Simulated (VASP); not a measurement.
Here is a VASP 6.6.1 calculation.

The input INCAR:

```
SYSTEM = Au
ALGO = Normal
EDIFF = 1E-6
ENCUT = 520
GGA = CA
ISIF = 2
ISMEAR = -1
LASPH = .True.
LCHARG = .False.
LREAL = .False.
LWAVE = .False.
NBANDS = 12
NELM = 100
PREC = Accurate
SIGMA = 0.1
```

Contents of KPOINTS:

```
k-points
0
Gamma
  17 17 17
  0 0 0
```

The input POSCAR:

```
Au
1.0
   -1.3174109567      1.3174109567      1.3174109567
    1.3174109567     -1.3174109567      1.3174109567
    1.3174109567      1.3174109567     -1.3174109567
Au
1
Direct
    0.0000000000      0.0000000000      0.0000000000
```

Potentials or basis: VASP PAW LDA potentials, release 64 (Au).

Command:

```sh
$ cat potpaw_LDA.64/Au/POTCAR > POTCAR
$ mpirun -np 1 vasp_std > vasp.out
```

Question: Estimate the pressure.

Answer: 581.0 GPa.
